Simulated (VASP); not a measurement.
Set up this calculation in VASP 6.6.1, as the native input.

- Task: single point
- Functional: PBEsol
- Potentials or basis: VASP PAW PBE potentials, release 64 (C)
- Cutoff: 520 eV
- k mesh: 16 × 16 × 10
- Occupations: fermi-dirac, width 0.15 eV
- Spin: no spin polarisation
- Dipole correction: no
- Further INCAR settings: ALGO = Normal; EDIFF = 1e-07; NBANDS = 11

The structure of C lies in POSCAR:

```
C
1.0
    2.1150374856     -1.2070092369      0.0000000000
    2.1396031344      1.2495556431      0.0000000000
   -1.3790696300     -0.0137906963      3.5028300800
C
2
Direct
    0.8333555300      0.8333555300      0.0000930400
    0.1666444700      0.1666444700      0.9999069600
```

One way to write it, as run:

INCAR

```
ALGO = Normal
EDIFF = 1E-7
ENCUT = 520
GGA = PS
ISIF = 2
ISMEAR = -1
LASPH = True
LCHARG = False
LREAL = False
LWAVE = False
NBANDS = 11
NELM = 60
PREC = Accurate
SIGMA = 0.15
```

KPOINTS

```
k-points
0
Gamma
  16 16 10
```

Potentials or basis: VASP PAW PBE potentials, release 64 (C).

Launch:

```bash
$ cat potpaw_PBE.64/C/POTCAR > POTCAR
$ mpirun -np 1 vasp_std > vasp.out
```

It gave:

```
Pressure               : 1.7 GPa
Largest force          : 0.262 eV/Å
Band gap on the k mesh : 0.45 eV, direct
```

Caveat: the PAW data sets were made with another functional, which shifts forces and pressure a little.

It took 4.5 min on 1 thread of Intel Xeon 8259CL, on a shared host, peak memory 0.3 GiB.
